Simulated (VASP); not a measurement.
Write the native input for VASP 6.6.1 that does the following.

- Task: relaxation of cell and atoms
- Functional: PBEsol
- Potentials or basis: VASP PAW PBE potentials, release 64 (K_sv, H, Au)
- Cutoff: 600 eV
- k mesh: 4 × 4 × 4
- Occupations: fermi-dirac, width 0.05 eV
- Spin: no spin polarisation
- Dipole correction: no
- Further INCAR settings: ALGO = Normal; EDIFF = 1e-06; IBRION = 2; EDIFFG = -0.01; NSW = 100; ISIF = 3

The structure of K2H3Au lies in POSCAR:

```
K2H3Au
1.0
    2.9547775508      1.6592508525      3.1406488918
   -2.8331647006      1.6746788107      3.0201438533
    0.0741674288     -3.3418676613      3.0846277122
K H Au
2 3 1
Direct
    0.3466124119      0.3517988272      0.3465705870
    0.6440111550      0.6535235056      0.6383001074
    0.0006950754      0.0143778965      0.4982593340
   -0.0141021319      0.5032740119     -0.0068564249
    0.4915799400      0.0065319183     -0.0024652358
    0.0033119023     -0.0002791510      0.0075285613
```

These files were run (other wordings do the same):

INCAR

```
PREC = Accurate
ENCUT = 600
EDIFF = 1E-6
ISMEAR = -1
SIGMA = 0.05
LREAL = False
LASPH = True
NELM = 60
ALGO = Normal
ISIF = 3
LWAVE = False
LCHARG = False
GGA = PS
IBRION = 2
NSW = 100
EDIFFG = -0.01
```

KPOINTS

```
regular mesh
0
Gamma
  4 4 4
```

Potentials or basis: VASP PAW PBE potentials, release 64 (K_sv, H, Au).

Command:

```console
$ cat potpaw_PBE.64/K_sv/POTCAR potpaw_PBE.64/H/POTCAR potpaw_PBE.64/Au/POTCAR > POTCAR
$ mpirun -np 1 vasp_std > vasp.out
```

It gave:

```yaml
Relaxed_volume: 17.28 Å³/atom
Relaxed_cell: a = 7.102 Å, b = 3.954 Å, c = 3.964 Å, α = 90.02°, β = 75.08°, γ = 75.08°
Space_group_after_relaxing_to_0.1_Å: Cm (No. 8)
Energy_gained_by_relaxing: 251.8 meV/atom
Ionic_steps: 56
Pressure_after_relaxing: 0.0 GPa
Largest_force_after_relaxing: 0.010 eV/Å
Band_gap_on_the_k_mesh: zero (bands 16 and 17 overlap by 2.56 eV)
```

Caveat: the k points lie up to 0.41 Å⁻¹ apart in the final cell, too coarse for converged energies and pressures of a metal; the volume moved by over 15 % at a fixed basis, so the end points are rough; the PAW data sets were made with another functional, which shifts forces and pressure a little; spin-orbit coupling is left out, which moves the levels of the heavy elements.

Wall time 36 min on 1 thread of Intel(R) Xeon(R) Platinum 8488C (Sapphire Rapids) (shared host), peak memory 0.29 GiB.
